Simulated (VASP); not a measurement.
**C: single point with PBE**

The system is C, a slab with vacuum.

```xyz
2
Lattice="2.4823 0.0000 0.0000 -1.2411 2.0871 0.0000 0.0000 0.0000 12.0000" Properties=species:S:1:pos:R:3 pbc="T T T"
C     0.0000    0.0000    0.0000
C     0.0000    1.3914    0.0000
```

```
Program                : VASP 6.6.1
Task                   : single point
Functional             : PBE
Potentials or basis    : VASP PAW PBE potentials, release 64 (C)
Cutoff                 : 520 eV
k mesh                 : 4 × 4 × 1, shifted
Occupations            : gaussian, width 0.02 eV
Spin                   : no spin polarisation
Dipole correction      : no
Further INCAR settings : ALGO = Normal; EDIFF = 1e-06; NBANDS = 11; NELMDL = -8
```

```
Largest force : 0.032 eV/Å
```

Forces in eV/Å, atoms in the order of the input:
```
C    0.000  0.032  0.000
C    0.000 -0.032  0.000
```

Wall time 15 s on 1 thread of AMD EPYC 7R13, with other jobs on the host, peak memory 0.13 GiB.

Caveat: the k points lie up to 0.74 Å⁻¹ apart.
